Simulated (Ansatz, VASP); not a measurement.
**One calculation of CoO, two programs**

Contents of INCAR:

```
PREC = Accurate ; ENCUT = 600
EDIFF = 1E-6 ; ISMEAR = -1
SIGMA = 0.3 ; LREAL = False
LASPH = True ; NELM = 200
ALGO = Normal ; ISIF = 2
LWAVE = False ; LCHARG = False
ISPIN = 2 ; MAGMOM = 2.5 0
LORBIT = 11 ; LMAXMIX = 4
GGA = PE ; NBANDS = 18
GGA_COMPAT = False
```

Contents of KPOINTS:

```
regular mesh
0
Gamma
  10 10 10
```

POSCAR

```
CoO
1.0
    0.0000000000      2.1315000000      2.1315000000
    2.1315000000      0.0000000000      2.1315000000
    2.1315000000      2.1315000000      0.0000000000
Co O
1 1
Direct
    0.0000000000      0.0000000000      0.0000000000
    0.5000000000      0.5000000000      0.5000000000
```

Input for Ansatz:

```yaml
crystal:
  lattice:
    - [0.0, 2.1315, 2.1315]
    - [2.1315, 0.0, 2.1315]
    - [2.1315, 2.1315, 0.0]
  atoms:
    - { symbol: Co, position: [0.0, 0.0, 0.0] }
    - { symbol: O, position: [0.5, 0.5, 0.5] }
basis:
  ecutwfc: 420.0
kpoints:
  mp_grid:
    grid: [10, 10, 10]
hamiltonian:
  xc: pbe
magnetization:
  spin_polarized: true
  per_species:
    Co: 2.5
scf:
  occupations:
    method: fermi_dirac
    width: 0.3
```

Alike in both runs: task single point; functional PBE; k mesh 10 × 10 × 10; occupations fermi-dirac, width 0.3 eV; collinear spin.

|  | VASP | Ansatz |
| --- | --- | --- |
| version | VASP 6.6.1 | Ansatz 0.2.0 |
| potentials or method | VASP PAW PBE potentials, release 64 (Co, O), cutoff 600 eV | plane waves, PAW |
| valence electrons in the cell | 15 | 23 |

VASP gave:

```
net moment per atom (μB)                                      : 1.32
size of the moment on the site where the two differ most (μB) : 2.36
```

**Question.** What did Ansatz give for the same quantities?

**Answer.** net moment per atom (μB): 1.33; size of the moment on the site where the two differ most (μB): 2.29.

Site moments also hang on the region over which each program counts them. With one functional, cell and mesh, what is left measures potentials, basis and numerics. VASP's potentials hold 15 valence electrons a cell and Ansatz's 23, so a difference there can come from the potentials and not from the codes.
